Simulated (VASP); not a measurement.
Crystal: Co.

```
CELL_PARAMETERS angstrom
-1.40414 1.40414 1.40414
1.40414 -1.40414 1.40414
1.40414 1.40414 -1.40414
ATOMIC_POSITIONS crystal
Co 0.00000 0.00000 0.00000
```

- Program: VASP 6.6.1
- Task: relaxation of cell and atoms
- Functional: revPBE
- Potentials or basis: VASP PAW PBE potentials, release 64 (Co)
- Cutoff: 600 eV
- k mesh: 16 × 16 × 16
- Occupations: fermi-dirac, width 0.1 eV
- Spin: no spin polarisation

At the start: pressure -6.3 GPa; volume 11.07 Å³/atom.

Question: Where does the relaxation end?

Answer: Over 3 steps the energy falls by 6.9 meV/atom and the volume is 10.74 Å³/atom (-3.1 %); space group Im-3m (No. 229, to 0.05 Å).

Step by step:
```tsv
step	energy change (eV)	largest force (eV/Å)	pressure (GPa)	volume (Å³)
1	0.0000	0.0000	-6.31	11.07
2	0.0011	0.0000	7.76	10.39
3	-0.0069	0.0000	-0.01	10.74
```

Final structure:
```cif
data_structure
_symmetry_space_group_name_H-M 'P 1'
_symmetry_Int_Tables_number 1
_cell_length_a 2.4070
_cell_length_b 2.4070
_cell_length_c 2.4070
_cell_angle_alpha 109.471
_cell_angle_beta 109.471
_cell_angle_gamma 109.471
_cell_volume 10.74
loop_
_atom_site_label
_atom_site_type_symbol
_atom_site_fract_x
_atom_site_fract_y
_atom_site_fract_z
_atom_site_occupancy
Co1 Co 0.00000 0.00000 0.00000 1
```

Caveat: the PAW data sets were made with another functional, which shifts forces and pressure a little; the run has no spin polarisation, though such a crystal can be magnetic.
